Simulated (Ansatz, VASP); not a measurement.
NiO: VASP beside Ansatz

```xyz
4
Lattice="2.0943 2.0943 0.0000 -2.0943 2.0943 0.0000 0.0000 0.0000 4.2724" Properties=species:S:1:pos:R:3 pbc="T T T"
Ni    0.0000    0.0000    0.0000
Ni    0.0000    2.0943    2.1362
O     0.0000    2.0943    0.0000
O     0.0000    0.0000    2.1362
```

Alike in both runs: task single point; functional r2SCAN; k mesh 10 × 10 × 8; occupations gaussian, width 0.02 eV; collinear spin.

|  | VASP | Ansatz |
| --- | --- | --- |
| version | VASP 6.6.1 | Ansatz 0.2.0 |
| potentials or method | VASP PAW PBE potentials, release 64 (Ni, O), cutoff 520 eV | scalar-relativistic, plane waves, PAW |
| valence electrons in the cell | 32 | 48 |

Ansatz gave:

* gap on the k mesh at the Fermi level (eV): 0.77
* least direct gap on the mesh (eV): 1.58
* pressure (GPa): -3.9
* traceless stress, the component that is largest in VASP (GPa): -2.89
* net moment per atom (μB): 1.00
* size of the moment on the site where the two differ most (μB): 1.67

Problem. What did VASP give for the same quantities?

Solution. gap on the k mesh at the Fermi level (eV): 0.68; least direct gap on the mesh (eV): 1.50; pressure (GPa): -4.0; traceless stress, the component that is largest in VASP (GPa): -3.05; net moment per atom (μB): 1.00; size of the moment on the site where the two differ most (μB): 1.70.

VASP's potentials were made for PBE, not for r2SCAN. Site moments also hang on the region over which each program counts them. VASP's potentials hold 32 valence electrons a cell and Ansatz's 48, so a difference there can come from the potentials and not from the codes. Ansatz's warnings: stability check not made.
